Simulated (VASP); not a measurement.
# BeAs4Ru (F-43m) in VASP: notebook

BeAs4Ru is run at these levels: PBE; tasks: single point, relaxation of cell and atoms.

Program: VASP 6.6.1. These are calculated values, not measurements. Logs are shortened: lines on timing, memory, paths and dates and some standing lists are left out, and cuts for length are marked.

## 1. The cell of the first run

The structure is cubic, space group F-43m (No. 216). The conventional cell has a = 8.023 Å, b = 8.023 Å, c = 8.023 Å, α = 90.00°, β = 90.00°, γ = 90.00°. Within 4.4 Å of Be (site symmetry -43m) lie 12 As at 3.33 Å and 4 Ru at 3.47 Å. As (site symmetry 3m) has 6 As at 2.83 to 2.84 Å and 3 Ru at 3.33 Å and 3 Be at 3.33 Å within 3.7 Å. Within 4.4 Å of Ru (site symmetry -43m) lie 12 As at 3.33 Å and 4 Be at 3.47 Å.

The cell was built from a structure type or drawn by symmetry, and may not be a known phase.

## 2. Single point, PBE

The input, INCAR:

```
PREC = Accurate
ENCUT = 520
EDIFF = 1E-6
ISMEAR = 0
SIGMA = 0.1
LREAL = False
LASPH = True
NELM = 60
ALGO = Normal
ISIF = 2
LWAVE = False
LCHARG = False
GGA = PE
NBANDS = 27
```

The input, KPOINTS:

```
Automatic mesh
0
Gamma
  4 4 4
```

The input, POSCAR:

```
BeAs4Ru
1.0
    0.0000000000      4.0112515300      4.0112515300
    4.0112515300      0.0000000000      4.0112515300
    4.0112515300      4.0112515300      0.0000000000
Be As Ru
1 4 1
Direct
    0.7500000000      0.7500000000      0.7500000000
    0.8754939700      0.3748353400      0.3748353400
    0.3748353400      0.3748353400      0.3748353400
    0.3748353400      0.8754939700      0.3748353400
    0.3748353400      0.3748353400      0.8754939700
    0.0000000000      0.0000000000      0.0000000000
```

Potentials or basis: VASP PAW PBE potentials, release 64 (Be, As, Ru_pv).

On the command line:

```
> cat potpaw_PBE.64/Be/POTCAR potpaw_PBE.64/As/POTCAR potpaw_PBE.64/Ru_pv/POTCAR > POTCAR
> mpirun -np 1 vasp_std > vasp.out
```

OUTCAR:

```text
PREC = Accurate
   ENCUT = 520
   EDIFF = 1E-6
   ISMEAR = 0
   LREAL = False
   LASPH = True
   NELM = 60
   ISIF = 2
   GGA = PE

 ion  position               nearest neighbor table
   1  0.750  0.750  0.750-
   2  0.875  0.375  0.375-   3 2.83   4 2.83   5 2.83   4 2.84   5 2.84   3 2.84
   3  0.375  0.375  0.375-   2 2.83   4 2.83   5 2.83   2 2.84   4 2.84   5 2.84
   4  0.375  0.875  0.375-   2 2.83   3 2.83   5 2.83   2 2.84   5 2.84   3 2.84
   5  0.375  0.375  0.875-   2 2.83   3 2.83   4 2.83   4 2.84   2 2.84   3 2.84
   6  0.000  0.000  0.000-

  LATTYP: Found a face centered cubic cell.
 ALAT       =     8.0225030600

  Lattice vectors:

 A1 = (   0.0000000000,   4.0112515300,   4.0112515300)
 A2 = (   4.0112515300,   0.0000000000,   4.0112515300)
 A3 = (   4.0112515300,   4.0112515300,   0.0000000000)

Analysis of symmetry for initial positions (statically):
=====================================================================
 Subroutine PRICEL returns:
 Original cell was already a primitive cell.

 Routine SETGRP: Setting up the symmetry group for a
 face centered cubic supercell.

 Subroutine GETGRP returns: Found 24 space group operations
 (whereof 24 operations were pure point group operations)
 out of a pool of 48 trial point group operations.

The static configuration has the point symmetry T_d .

Analysis of symmetry for dynamics (positions and initial velocities):
=====================================================================
 Subroutine PRICEL returns:
 Original cell was already a primitive cell.

 Routine SETGRP: Setting up the symmetry group for a
 face centered cubic supercell.

 Subroutine GETGRP returns: Found 24 space group operations
 (whereof 24 operations were pure point group operations)
 out of a pool of 48 trial point group operations.

The dynamic configuration has the point symmetry T_d .

 Subroutine INISYM returns: Found 24 space group operations
 (whereof 24 operations are pure point group operations),
 and found     1 'primitive' translations

----------------------------------------------------------------------------------------

                                     Primitive cell

  volume of cell :     129.0832

  direct lattice vectors                    reciprocal lattice vectors
     0.000000000  4.011251530  4.011251530    -0.124649376  0.124649376  0.124649376
     4.011251530  0.000000000  4.011251530     0.124649376 -0.124649376  0.124649376
     4.011251530  4.011251530  0.000000000     0.124649376  0.124649376 -0.124649376

  length of vectors
     5.672766316  5.672766316  5.672766316     0.215899052  0.215899052  0.215899052

  position of ions in fractional coordinates (direct lattice)
     0.750000000  0.750000000  0.750000000
     0.875493970  0.374835340  0.374835340
     0.374835340  0.374835340  0.374835340
     0.374835340  0.875493970  0.374835340
     0.374835340  0.374835340  0.875493970
     0.000000000  0.000000000  0.000000000

  ion indices of the primitive-cell ions
   primitive index   ion index
                 1           1
                 2           2
                 3           3
                 4           4
                 5           5
                 6           6

----------------------------------------------------------------------------------------

 KPOINTS: Automatic mesh

Automatic generation of k-mesh.
 Grid dimensions read from file:
 generate k-points for:    4    4    4

 Generating k-lattice:

  Cartesian coordinates                     Fractional coordinates (reciprocal lattice)
    -0.031162344  0.031162344  0.031162344     0.250000000  0.000000000  0.000000000
     0.031162344 -0.031162344  0.031162344     0.000000000  0.250000000  0.000000000
     0.031162344  0.031162344 -0.031162344     0.000000000  0.000000000  0.250000000

  Length of vectors
     0.053974763  0.053974763  0.053974763

  Shift w.r.t. Gamma in fractional coordinates (k-lattice)
     0.000000000  0.000000000  0.000000000

 Subroutine IBZKPT returns following result:
 ===========================================

 Found      8 irreducible k-points:

 Following reciprocal coordinates:
            Coordinates               Weight
  0.000000  0.000000  0.000000      1.000000
  0.250000  0.000000  0.000000      8.000000
  0.500000  0.000000  0.000000      4.000000
  0.250000  0.250000  0.000000      6.000000
  0.500000  0.250000  0.000000     24.000000
 -0.250000  0.250000  0.000000     12.000000
  0.500000  0.500000  0.000000      3.000000
 -0.250000  0.500000  0.250000      6.000000
   k-points           NKPTS =      8   k-points in BZ     NKDIM =      8   number of bands    NBANDS=     27
   number of dos      NEDOS =    301   number of ions     NIONS =      6
   total plane-waves  NPLWV =  74088
   dimension x,y,z NGX =    42 NGY =   42 NGZ =   42
   dimension x,y,z NGXF=    84 NGYF=   84 NGZF=   84
   ions per type =               1   4   1
[... 49 lines left out ...]

 number of electron      36.0000002 magnetization

 Free energy of the ion-electron system (eV)
  ---------------------------------------------------
  ext. energy  EPLUGINS =         0.00000000
  ---------------------------------------------------
  free energy    TOTEN  =       -24.91154136 eV

  energy without entropy =      -24.86313333  energy(sigma->0) =      -24.88733734

 E-fermi :   4.7334     XC(G=0):  -9.9595

 val. band max:        4.7136875943   @ k =   0.5000   0.2500   0.0000
 cond. band min:       4.8161030882   @ k =   0.5000   0.2500   0.0000
 fundamental gap:      0.1024154939
 Fermi energy:         4.7333696018

 k-point     1 :       0.0000    0.0000    0.0000
  band No.  band energies     occupation
      1     -37.1704      2.00000
      2     -37.1704      2.00000
      3     -37.1704      2.00000
      4      -9.1495      2.00000
      5      -4.4650      2.00000
      6      -4.4650      2.00000
[... 19 lines left out ...]
     26       8.4133      0.00000
     27       9.4588      0.00000

 k-point     2 :       0.2500    0.0000    0.0000
  band No.  band energies     occupation
      1     -37.1704      2.00000
      2     -37.1704      2.00000
      3     -37.1704      2.00000
      4      -8.8589      2.00000
      5      -5.7015      2.00000
      6      -4.5711      2.00000
[... 19 lines left out ...]
     26       8.4701      0.00000
     27       9.1797      0.00000

 k-point     3 :       0.5000    0.0000    0.0000
  band No.  band energies     occupation
      1     -37.1705      2.00000
      2     -37.1704      2.00000
      3     -37.1704      2.00000
      4      -8.3912      2.00000
      5      -6.7230      2.00000
      6      -4.6675      2.00000
[... 19 lines left out ...]
     26       8.4215      0.00000
     27       8.5291      0.00000

 k-point     4 :       0.2500    0.2500    0.0000
  band No.  band energies     occupation
      1     -37.1704      2.00000
      2     -37.1704      2.00000
      3     -37.1704      2.00000
      4      -8.7469      2.00000
      5      -5.9051      2.00000
      6      -4.6959      2.00000
[... 19 lines left out ...]
     26       7.2059      0.00000
     27       9.3212      0.00000

 k-point     5 :       0.5000    0.2500    0.0000
  band No.  band energies     occupation
      1     -37.1704      2.00000
      2     -37.1704      2.00000
      3     -37.1704      2.00000
      4      -8.1908      2.00000
      5      -6.9206      2.00000
      6      -4.9223      2.00000
[... 19 lines left out ...]
     26       8.3909      0.00000
     27       8.3911      0.00000

 k-point     6 :      -0.2500    0.2500    0.0000
  band No.  band energies     occupation
      1     -37.1704      2.00000
      2     -37.1704      2.00000
      3     -37.1704      2.00000
      4      -8.4234      2.00000
      5      -6.5686      2.00000
      6      -4.9211      2.00000
[... 19 lines left out ...]
     26       8.3081      0.00000
     27       8.5885      0.00000

 k-point     7 :       0.5000    0.5000    0.0000
  band No.  band energies     occupation
      1     -37.1704      2.00000
      2     -37.1704      2.00000
      3     -37.1704      2.00000
      4      -7.6238      2.00000
      5      -7.5900      2.00000
      6      -4.8897      2.00000
[... 19 lines left out ...]
     26       8.6002      0.00000
     27       8.9192      0.00000

 k-point     8 :      -0.2500    0.5000    0.2500
  band No.  band energies     occupation
      1     -37.1704      2.00000
      2     -37.1704      2.00000
      3     -37.1704      2.00000
      4      -7.6167      2.00000
      5      -7.5740      2.00000
      6      -4.9662      2.00000
[... 19 lines left out ...]
     26       8.0575      0.00000
     27       8.3011      0.00000

------------------------ aborting loop because EDIFF is reached ----------------------------------------

  FORCE on cell =-STRESS in cart. coord.  units (eV):
  Direction    XX          YY          ZZ          XY          YZ          ZX
  --------------------------------------------------------------------------------------
  -------------------------------------------------------------------------------------
  Total       -8.5181452     -8.5181452     -8.5181452      0.0000000      0.0000000      0.0000000
  in kB     -105.7270075   -105.7270075   -105.7270075      0.0000000      0.0000000      0.0000000
  external PRESSURE =    -105.7270075 kB  Pullay stress =       0.0000000 kB

 VOLUME and BASIS-vectors are now :
 -----------------------------------------------------------------------------
  energy-cutoff  :      520.00
  volume of cell :      129.08
      direct lattice vectors                 reciprocal lattice vectors
     0.000000000  4.011251530  4.011251530    -0.124649376  0.124649376  0.124649376
     4.011251530  0.000000000  4.011251530     0.124649376 -0.124649376  0.124649376
     4.011251530  4.011251530  0.000000000     0.124649376  0.124649376 -0.124649376

 POSITION                                       TOTAL-FORCE (eV/Angst)
 -----------------------------------------------------------------------------------
      6.01688      6.01688      6.01688         0.000000      0.000000      0.000000
      3.00712      5.01539      5.01539         0.088014     -0.088014     -0.088014
      3.00712      3.00712      3.00712         0.088014      0.088014      0.088014
      5.01539      3.00712      5.01539        -0.088014      0.088014     -0.088014
      5.01539      5.01539      3.00712        -0.088014     -0.088014      0.088014
      0.00000      0.00000      0.00000         0.000000      0.000000      0.000000
 -----------------------------------------------------------------------------------
    total drift:                                0.000014      0.000014      0.000014

  FREE ENERGIE OF THE ION-ELECTRON SYSTEM (eV)
  ---------------------------------------------------
  free  energy   TOTEN  =       -24.9115413573 eV

  energy  without entropy=      -24.8631333258  energy(sigma->0) =      -24.88733734
```

Wall time 45 s (1 thread of Intel Xeon 8259CL, shared host); peak memory 0.26 GiB.

Results:

```yaml
Free_energy: -24.9115 eV
Pressure: -10.6 GPa
Largest_force: 0.152 eV/Å
Band_gap_on_the_k_mesh: zero (bands 18 and 19 overlap by 0.59 eV)
```

Forces on the atoms (eV/Å):
```
Be   0.000  0.000  0.000
As   0.088 -0.088 -0.088
As   0.088  0.088  0.088
As  -0.088  0.088 -0.088
As  -0.088 -0.088  0.088
Ru   0.000  0.000  0.000
```

Caveat: the cell stands under tension.

## 3. Single point, PBE

This run uses another cell than the first one, of 17.92 Å³/atom.

The input, INCAR:

```
PREC     = Accurate       # precision mode
ENCUT    = 520            # plane-wave cutoff, eV
EDIFF    = 1E-7           # SCF threshold, eV
ISMEAR   = 0              # smearing method
SIGMA    = 0.1            # smearing width, eV
LREAL    = F              # projectors in reciprocal space
LASPH    = T              # aspherical terms in the spheres
NELM     = 100            # most SCF steps
ALGO     = Normal         # electronic algorithm
ISIF     = 2              # what is computed and relaxed
LWAVE    = F              # write WAVECAR
LCHARG   = T              # write CHGCAR
GGA      = PE             # functional
LELF     = T              # ELF
LVHAR    = T            
NBANDS   = 27             # bands
```

The input, KPOINTS:

```
regular mesh
0
Gamma
  8 8 8
```

The input, POSCAR:

```
BeAs4Ru
1.0
    0.0000000000      3.7741659023      3.7741659023
    3.7741659023      0.0000000000      3.7741659023
    3.7741659023      3.7741659023      0.0000000000
Be As Ru
1 4 1
Direct
    0.2500000000      0.2500000000      0.2500000000
    0.6239244051      0.6239244051      0.1282267848
    0.6239244051      0.1282267848      0.6239244051
    0.1282267848      0.6239244051      0.6239244051
    0.6239244051      0.6239244051      0.6239244051
    0.0000000000      0.0000000000      0.0000000000
```

Potentials or basis: VASP PAW PBE potentials, release 64 (Be, As, Ru_pv).

On the command line:

```
> cat potpaw_PBE.64/Be/POTCAR potpaw_PBE.64/As/POTCAR potpaw_PBE.64/Ru_pv/POTCAR > POTCAR
> mpirun -np 1 vasp_std > vasp.out
```

It took 90 s on 1 thread of Intel Xeon Platinum 8259CL at 2.50GHz (Skylake/Cascade Lake), shared host; peak memory 0.28 GiB.

The run converged. Its results:

```
Free energy            : -25.6363 eV
Pressure               : 0.2 GPa
Band gap on the k mesh : zero (bands 18 and 19 overlap by 0.98 eV)
```

Forces in eV/Å, atoms in the order of the input:
```
Be   0.000  0.000  0.000
As  -0.001 -0.001  0.001
As  -0.001  0.001 -0.001
As   0.001 -0.001 -0.001
As   0.001  0.001  0.001
Ru   0.000  0.000  0.000
```

Levels at points of the mesh, in eV from the Fermi level:
```tsv
k point	band 15	band 16	band 17	band 18	band 19	band 20	band 21	band 22
(0.00, 0.00, 0.00)	-0.49	-0.49	-0.49	0.60	0.60	1.12	1.12	1.12
(0.50, 0.00, 0.00)	-1.58	-1.58	-1.14	-0.29	-0.29	0.37	0.79	0.79
(0.50, 0.50, 0.00)	-1.67	-1.67	-0.73	-0.37	-0.37	-0.11	-0.04	1.59
```

## 4. Relaxation of cell and atoms, PBE

This run uses another cell than the first one, of 18.02 Å³/atom.

The input, INCAR:

```
SYSTEM = BeAs4Ru
  PREC = Accurate
  ENCUT = 600
  EDIFF = 1E-7
  ISMEAR = 0
  SIGMA = 0.1
  LREAL = .False.
  LASPH = .True.
  NELM = 100
  ALGO = Normal
  ISIF = 3
  LWAVE = .False.
  LCHARG = .False.
  GGA = PE
  IBRION = 2
  NSW = 100
  EDIFFG = -0.01
```

The input, KPOINTS:

```
regular mesh
0
Gamma
  8 8 8
  0 0 0
```

The input, POSCAR:

```
BeAs4Ru
1.0
    0.0000000000      3.7810972818      3.7810972818
    3.7810972818      0.0000000000      3.7810972818
    3.7810972818      3.7810972818      0.0000000000
Be As Ru
1 4 1
Direct
    0.2500000000      0.2500000000      0.2500000000
    0.6240898291      0.6240898291      0.1277305128
    0.6240898291      0.1277305128      0.6240898291
    0.1277305128      0.6240898291      0.6240898291
    0.6240898291      0.6240898291      0.6240898291
    0.0000000000      0.0000000000      0.0000000000
```

On the command line:

```
> cat potpaw_PBE.64/Be/POTCAR potpaw_PBE.64/As/POTCAR potpaw_PBE.64/Ru_pv/POTCAR > POTCAR
> mpirun -np 1 vasp_std > vasp.out
```

Run time: 6.1 min. Hardware: 1 thread of Intel Xeon Platinum 8259CL at 2.50GHz (Skylake/Cascade Lake), shared host; peak memory 0.38 GiB.

The run converged. Its results:

```yaml
Free_energy: -25.6366 eV
Relaxed_volume: 17.96 Å³/atom
Relaxed_cell: a = 5.342 Å, b = 5.342 Å, c = 5.342 Å, α = 60.00°, β = 60.00°, γ = 60.00°
Space_group_after_relaxing_to_0.1_Å: F-43m (No. 216)
Energy_gained_by_relaxing: 0.1 meV/atom
Ionic_steps: 5
Pressure_after_relaxing: 0.0 GPa
Band_gap_on_the_k_mesh: zero (bands 18 and 19 overlap by 0.97 eV)
```

The path:
| step | energy change (eV) | largest force (eV/Å) | pressure (GPa) | volume (Å³) |
| --- | --- | --- | --- | --- |
| 1 | 0.0000 | 0.0403 | -0.27 | 108.11 |
| 2 | -0.0004 | 0.0025 | 0.12 | 107.65 |
| 3 | -0.0004 | 0.0109 | 0.03 | 107.75 |
| 4 | -0.0004 | 0.0115 | 0.03 | 107.75 |
| 5 | -0.0005 | 0.0017 | 0.00 | 107.79 |

Final structure:
```
Be As Ru
1.0
     0.00000    3.77730    3.77730
     3.77730    0.00000    3.77730
     3.77730    3.77730    0.00000
Be As Ru
1 4 1
Cartesian
  1.8887 1.8887 1.8887
  2.8410 2.8410 4.7136
  2.8410 4.7136 2.8410
  4.7136 2.8410 2.8410
  4.7136 4.7136 4.7136
  0.0000 0.0000 0.0000
```

Levels at points of the mesh, in eV from the Fermi level:
```csv
k point,band 16,band 17,band 18,band 19,band 20,band 21
"(0.00, 0.00, 0.00)",-0.49,-0.49,0.60,0.60,1.12,1.12
"(0.50, 0.00, 0.00)",-1.58,-1.14,-0.29,-0.29,0.36,0.79
"(0.50, 0.50, 0.00)",-1.68,-0.73,-0.37,-0.37,-0.12,-0.04
```

## 5. Single point, PBE

This run uses another cell than the first one, of 17.92 Å³/atom.

The input, INCAR:

```
  ALGO = Normal
  EDIFF = 1E-7
  ENCUT = 520
  GGA = PE
  ISIF = 2
  ISMEAR = 0
  LASPH = True
  LCHARG = False
  LREAL = False
  LWAVE = False
  NBANDS = 27
  NELM = 100
  PREC = Accurate
  SIGMA = 0.1
```

The input, KPOINTS:

```
k-points
0
Gamma
  10 10 10
```

The input, POSCAR:

```
BeAs4Ru
1.0
    0.0000000000      3.7739557863      3.7739557863
    3.7739557863      0.0000000000      3.7739557863
    3.7739557863      3.7739557863      0.0000000000
Be As Ru
1 4 1
Direct
    0.2500000000      0.2500000000      0.2500000000
    0.6240403492      0.6240403492      0.1278789524
    0.6240403492      0.1278789524      0.6240403492
    0.1278789524      0.6240403492      0.6240403492
    0.6240403492      0.6240403492      0.6240403492
    0.0000000000      0.0000000000      0.0000000000
```

On the command line:

```
> cat potpaw_PBE.64/Be/POTCAR potpaw_PBE.64/As/POTCAR potpaw_PBE.64/Ru_pv/POTCAR > POTCAR
> mpirun -np 1 vasp_std > vasp.out
```

It took 1.9 min on 1 thread of Intel Xeon Platinum 8259CL at 2.50GHz (Skylake/Cascade Lake), shared host; peak memory 0.31 GiB.

It converged, with:

| Property | Result |
| --- | --- |
| Free energy | -25.6230 eV |
| Pressure | 0.2 GPa |
| Largest force | 0.015 eV/Å |
| Band gap on the k mesh | zero (bands 18 and 19 overlap by 0.97 eV) |

Forces on the atoms (eV/Å):
```
Be   0.000  0.000  0.000
As  -0.008 -0.008  0.008
As  -0.008  0.008 -0.008
As   0.008 -0.008 -0.008
As   0.008  0.008  0.008
Ru   0.000  0.000  0.000
```

Levels at points of the mesh, in eV from the Fermi level:
| k point | band 15 | band 16 | band 17 | band 18 | band 19 | band 20 | band 21 | band 22 |
| --- | --- | --- | --- | --- | --- | --- | --- | --- |
| (0.00, 0.00, 0.00) | -0.50 | -0.50 | -0.50 | 0.60 | 0.60 | 1.11 | 1.11 | 1.11 |
| (0.50, 0.00, 0.00) | -1.58 | -1.58 | -1.15 | -0.29 | -0.29 | 0.36 | 0.78 | 0.78 |
| (0.50, 0.50, 0.00) | -1.67 | -1.67 | -0.74 | -0.38 | -0.38 | -0.12 | -0.05 | 1.59 |

## 6. Summary

| task | cell | k mesh | cutoff (eV) | gap on the mesh (eV) | pressure (GPa) | largest force (eV/Å) |
| --- | --- | --- | --- | --- | --- | --- |
| single point | a = 5.673 Å, angles 60.0°, 6 atoms, atomic positions A | 4 × 4 × 4 | 520 | none | -10.6 | 0.15 |
| single point | a = 5.337 Å, angles 60.0°, 6 atoms, atomic positions B | 8 × 8 × 8 | 520 | none | 0.2 | - |
| relaxation of cell and atoms | relaxed from a = 5.347 Å, angles 60.0°, 6 atoms, atomic positions B | 8 × 8 × 8 | 600 | none | 0.0 | - |
| single point | a = 5.337 Å, angles 60.0°, 6 atoms, atomic positions B | 10 × 10 × 10 | 520 | none | 0.2 | 0.01 |

Alike in all rows: level PBE; potentials or basis VASP PAW PBE potentials, release 64 (Be, As, Ru_pv); no spin polarisation; smearing gaussian 0.1 eV.

Caveats: the cell stands under tension (at least some runs).

Total energies depend on the potentials used, so only differences within one code and one set of settings carry meaning.
